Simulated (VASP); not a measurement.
# W3O (Cccm) in VASP: single point with PBE

Aim: the single point of W3O with PBE.

Everything below comes from runs of VASP 6.6.1. Logs are shortened: lines on timing, memory, paths and dates and some standing lists are left out, and cuts for length are marked.

### Step 1. The cell of the first run

It takes space group Cccm (No. 66, orthorhombic). The conventional cell has a = 6.726 Å, b = 7.089 Å, c = 4.885 Å, α = 90.00°, β = 90.00°, γ = 90.00°. W (site symmetry m) has 10 W at 2.44 to 3.04 Å and 4 O at 2.67 to 2.79 Å within 3.2 Å. W (site symmetry 222) has 10 W at 2.44 to 3.04 Å and 4 O at 2.73 Å within 3.2 Å. O (site symmetry 2/m) has 12 W at 2.67 to 2.79 Å within 3.5 Å.

### Step 2. Single point, PBE (strain +0.0525 x Voigt [0, 0, 0, 0, 0, 1])

INCAR

```
SYSTEM = W3O
ALGO = Normal ; EDIFF = 1E-6
ENCUT = 520 ; GGA = PE
ISIF = 2 ; ISMEAR = 0
LASPH = .True. ; LCHARG = .False.
LREAL = .False. ; LWAVE = .False.
NBANDS = 58 ; NELM = 60
PREC = Accurate ; SIGMA = 0.15
```

KPOINTS

```
k-points
0
Gamma
  8 8 8
  0 0 0
```

POSCAR

```
W3O
1.0
    4.8845028662      0.1282182002      0.0000000000
    0.1282182002      4.8845028662      0.0000000000
    0.0000000000      0.0000000000      4.8845028662
W O
6 2
Direct
    0.5000000000      0.7500000000      0.0000000000
    0.0000000000      0.5000000000      0.7500000000
    0.2500000000      0.0000000000      0.5000000000
    0.5000000000      0.2500000000      0.0000000000
    0.0000000000      0.5000000000      0.2500000000
    0.7500000000      0.0000000000      0.5000000000
    0.5000000000      0.5000000000      0.5000000000
    0.0000000000      0.0000000000      0.0000000000
```

Potentials or basis: VASP PAW PBE potentials, release 64 (W_sv, O).

Started as:

```bash
cat potpaw_PBE.64/W_sv/POTCAR potpaw_PBE.64/O/POTCAR > POTCAR
mpirun -np 1 vasp_std > vasp.out
```

OUTCAR:

```text
SYSTEM = W3O
   EDIFF = 1E-6
   ENCUT = 520
   GGA = PE
   ISIF = 2
   ISMEAR = 0
   LASPH = .True.
   LREAL = .False.
   NELM = 60
   PREC = Accurate

 ion  position               nearest neighbor table
   1  0.500  0.750  0.000-   4 2.44   4 2.44   8 2.67   2 2.94   5 2.94   3 2.97   3 2.97   6 3.02
                             6 3.02   5 3.04   2 3.04
   2  0.000  0.500  0.750-   5 2.44   5 2.44   6 2.94   4 2.94   3 2.94   1 2.94   1 3.04   6 3.04
                             3 3.04   4 3.04
   3  0.250  0.000  0.500-   6 2.44   6 2.44   7 2.67   5 2.94   2 2.94   1 2.97   1 2.97   4 3.02
                             4 3.02   2 3.04   5 3.04
   4  0.500  0.250  0.000-   1 2.44   1 2.44   8 2.67   2 2.94   5 2.94   6 2.97   6 2.97   3 3.02
                             3 3.02   5 3.04   2 3.04
   5  0.000  0.500  0.250-   2 2.44   2 2.44   6 2.94   4 2.94   3 2.94   1 2.94   3 3.04   6 3.04
                             1 3.04   4 3.04
   6  0.750  0.000  0.500-   3 2.44   3 2.44   7 2.67   5 2.94   2 2.94   4 2.97   4 2.97   1 3.02
                             1 3.02   2 3.04   5 3.04
   7  0.500  0.500  0.500-   3 2.67   6 2.67
   8  0.000  0.000  0.000-   1 2.67   4 2.67

  LATTYP: Found a base centered orthorhombic cell.
 ALAT       =     6.7264022812
 B/A-ratio  =     1.0539152760
 C/A-ratio  =     0.7261687098

  Lattice vectors:

 A1 = (  -0.1282182002,  -4.8845028662,   0.0000000000)
 A2 = (   4.8845028662,   0.1282182002,   0.0000000000)
 A3 = (   0.0000000000,   0.0000000000,   4.8845028662)

Analysis of symmetry for initial positions (statically):
=====================================================================
 Subroutine PRICEL returns:
 Original cell was already a primitive cell.

 Routine SETGRP: Setting up the symmetry group for a
 base centered orthorhombic supercell.

 Subroutine GETGRP returns: Found  8 space group operations
 (whereof  4 operations were pure point group operations)
 out of a pool of  8 trial point group operations.

The static configuration has the point symmetry C_2h.
 The point group associated with its full space group is D_2h.

Analysis of symmetry for dynamics (positions and initial velocities):
=====================================================================
 Subroutine PRICEL returns:
 Original cell was already a primitive cell.

 Routine SETGRP: Setting up the symmetry group for a
 base centered orthorhombic supercell.

 Subroutine GETGRP returns: Found  8 space group operations
 (whereof  4 operations were pure point group operations)
 out of a pool of  8 trial point group operations.

[... 114 lines left out ...]
   LREAL  =      F    real-space projection
   EDIFFG = 0.1E-04   stopping-criterion for IOM
   NSW    =      0    number of steps for IOM
   IBRION =     -1    ionic relax: 0-MD 1-quasi-New 2-CG
   NFREE  =      0    steps in history (QN), initial steepest desc. (CG)
   ISIF   =      2    stress and relaxation
   ISYM   =      2    0-nonsym 1-usesym 2-fastsym
   POTIM  = 0.5000    time-step for ionic-motion
   TEBEG  =    0.0;   TEEND  =   0.0 temperature during run
   PSTRESS=    0.0 pullay stress
   NELECT =      96.0000    total number of electrons
   NUPDOWN=      -1.0000    fix difference up-down
   EMIN   =  10.00;   EMAX   =-10.00  energy-range for DOS
   EFERMI =   0.00;   METHOD = LEGACY
   ISMEAR =     0;   SIGMA  =   0.15  broadening in eV -4-tet -1-fermi 0-gaus
   EFERMI_NEDOS =   21; number of points for ismear=-14 and -15
   IALGO  =     38    algorithm
   IMIX   =      4    mixing-type and parameters
     AMIX     =   0.40;   BMIX     =  1.00
     AMIX_MAG =   1.60;   BMIX_MAG =  1.00
  volume/ion in A,a.u.               =      14.56        98.24
  Fermi-wavevector in a.u.,A,eV,Ry     =   1.535010  2.900749 32.058822  2.356257
  Thomas-Fermi vector in A             =   2.641859
   LORBIT       =      0    0 simple, 1 ext, 2 COOP (PROOUT), +10 PAW based schemes
   GGA     = PE    functional components
   LHFCALC =     F    Hartree Fock is set to
   AEXX    =    0.0000 exact exchange contribution
   IVDW    =     0    specifies the selected vdW correction
   LEPSILON=     F    determine dielectric tensor
   LRPA    =     F    only Hartree local field effects (RPA)
 non-spin polarized calculation
 Gauss-broadening in eV      SIGMA  =   0.15
  energy-cutoff  :      520.00
  volume of cell :      116.46
 maximum number of plane-waves:      3178
   NGX = 19   NGY = 19   NGZ = 19

 number of electron      95.9999993 magnetization

 Free energy of the ion-electron system (eV)
  ---------------------------------------------------
  ext. energy  EPLUGINS =         0.00000000
  ---------------------------------------------------
  free energy    TOTEN  =       -80.83476057 eV

  energy without entropy =      -80.75604641  energy(sigma->0) =      -80.79540349

 E-fermi :   9.8060     XC(G=0): -13.0717

 val. band max:        9.8052492522   @ k =   0.1250   0.0000   0.1250
 cond. band min:       9.8081821890   @ k =   0.3750   0.1250   0.5000
 fundamental gap:      0.0029329368
 Fermi energy:         9.8060172417

 k-point     1 :       0.0000    0.0000    0.0000
  band No.  band energies     occupation
      1     -64.4532      2.00000
      2     -64.3967      2.00000
      3     -64.3947      2.00000
      4     -64.1904      2.00000
      5     -64.1895      2.00000
      6     -64.1851      2.00000
[... 1453 lines left out ...]
     57      12.6472      0.00000
     58      13.1314      0.00000

 [... further k-points ...]
[... 5 lines left out ...]
  --------------------------------------------------------------------------------------
  -------------------------------------------------------------------------------------
  Total        0.8791021      0.8791021      0.4930378     -0.3662447      0.0000000      0.0000000
  in kB       12.0945062     12.0945062      6.7831134     -5.0387202      0.0000000      0.0000000
  external PRESSURE =      10.3240419 kB  Pullay stress =       0.0000000 kB

 VOLUME and BASIS-vectors are now :
 -----------------------------------------------------------------------------
  energy-cutoff  :      520.00
  volume of cell :      116.46
      direct lattice vectors                 reciprocal lattice vectors
     4.884502866  0.128218200  0.000000000     0.204870294 -0.005377845  0.000000000
     0.128218200  4.884502866  0.000000000    -0.005377845  0.204870294  0.000000000
     0.000000000  0.000000000  4.884502866     0.000000000  0.000000000  0.204729125

 POSITION                                       TOTAL-FORCE (eV/Angst)
 -----------------------------------------------------------------------------------
      2.53842      3.72749      0.00000        -0.380881      0.025824     -0.000000
      0.06411      2.44225      3.66338         0.000000     -0.000000      0.000000
      1.22113      0.03205      2.44225         0.025824     -0.380881      0.000000
      2.47431      1.28523      0.00000         0.380881     -0.025824      0.000000
      0.06411      2.44225      1.22113         0.000000      0.000000     -0.000000
      3.66338      0.09616      2.44225        -0.025824      0.380881     -0.000000
      2.50636      2.50636      2.44225         0.000000      0.000000     -0.000000
      0.00000      0.00000      0.00000         0.000000      0.000000     -0.000000
 -----------------------------------------------------------------------------------
    total drift:                                0.000000      0.000000     -0.000000

  FREE ENERGIE OF THE ION-ELECTRON SYSTEM (eV)
  ---------------------------------------------------
  free  energy   TOTEN  =       -80.8347605721 eV

  energy  without entropy=      -80.7560464082  energy(sigma->0) =      -80.79540349
```

stdout:

```text
POSCAR found type information on POSCAR W O
 POSCAR found :  2 types and       8 ions
 scaLAPACK will be used
 LDA part: xc-table for (Slater+PW92), standard interpolation
 POSCAR, INCAR and KPOINTS ok, starting setup
 FFT: planning ... GRIDC
 FFT: planning ... GRID_SOFT
 FFT: planning ... GRID
 WAVECAR not read
 entering main loop
```

Run time: 9.3 min. Hardware: 1 thread of Intel Xeon Platinum 8259CL at 2.50GHz (Skylake/Cascade Lake), shared host; peak memory 0.56 GiB.

Results:

```yaml
Free_energy: -80.8348 eV
Pressure: 1.0 GPa
Largest_force: 0.382 eV/Å
Band_gap_on_the_k_mesh: zero (bands 48 and 49 overlap by 0.89 eV)
```

Forces on the atoms (eV/Å):
```
W   -0.381  0.026  0.000
W    0.000  0.000  0.000
W    0.026 -0.381  0.000
W    0.381 -0.026  0.000
W    0.000  0.000  0.000
W   -0.026  0.381  0.000
O    0.000  0.000  0.000
O    0.000  0.000  0.000
```

Caveat: the cell differs from its parent crystal (strain +0.0525 x Voigt [0, 0, 0, 0, 0, 1]); spin-orbit coupling is left out, which moves the levels of the heavy elements.
